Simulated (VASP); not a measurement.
Set up this calculation in VASP 6.6.1, as the native input.

```yaml
Task: single point
Functional: PBE
Potentials_or_basis: VASP PAW PBE potentials, release 64 (Cu)
Cutoff: 600 eV
k_mesh: 18 × 18 × 10
Occupations: fermi-dirac, width 0.05 eV
Spin: no spin polarisation
Dipole_correction: no
Further_INCAR_settings: ALGO = Normal; EDIFF = 1e-06; NBANDS = 18
```

The structure of Cu lies in POSCAR:

```
Cu
1.0
    2.5678168448      0.0000000000      0.0000000000
   -1.2839084224      2.2237946199      0.0000000000
    0.0000000000      0.0000000000      4.1954803596
Cu
2
Direct
    0.3333333333      0.6666666667      0.2500000000
    0.6666666667      0.3333333333      0.7500000000
```

The input as run:

INCAR

```
PREC     = Accurate       # precision mode
ENCUT    = 600            # plane-wave cutoff, eV
EDIFF    = 1E-6           # SCF threshold, eV
ISMEAR   = -1             # smearing method
SIGMA    = 0.05           # smearing width, eV
LREAL    = F              # projectors in reciprocal space
LASPH    = T              # aspherical terms in the spheres
NELM     = 120            # most SCF steps
ALGO     = Normal         # electronic algorithm
ISIF     = 2              # what is computed and relaxed
LWAVE    = F              # write WAVECAR
LCHARG   = F              # write CHGCAR
GGA      = PE             # functional
NBANDS   = 18             # bands
GGA_COMPAT= F
```

KPOINTS

```
regular mesh
0
Gamma
  18 18 10
```

Potentials or basis: VASP PAW PBE potentials, release 64 (Cu).

The run is started by

```console
$ cat potpaw_PBE.64/Cu/POTCAR > POTCAR
$ mpirun -np 1 vasp_std > vasp.out
```

Results of the run:

```yaml
Pressure: 0.8 GPa
Band_gap_on_the_k_mesh: zero (band 11 reaches 11.43 eV, above the bottom of band 12 at 5.48 eV)
```

It took 3.2 min on 1 thread of AMD EPYC 7R13, with other jobs on the host, peak memory 0.2 GiB.
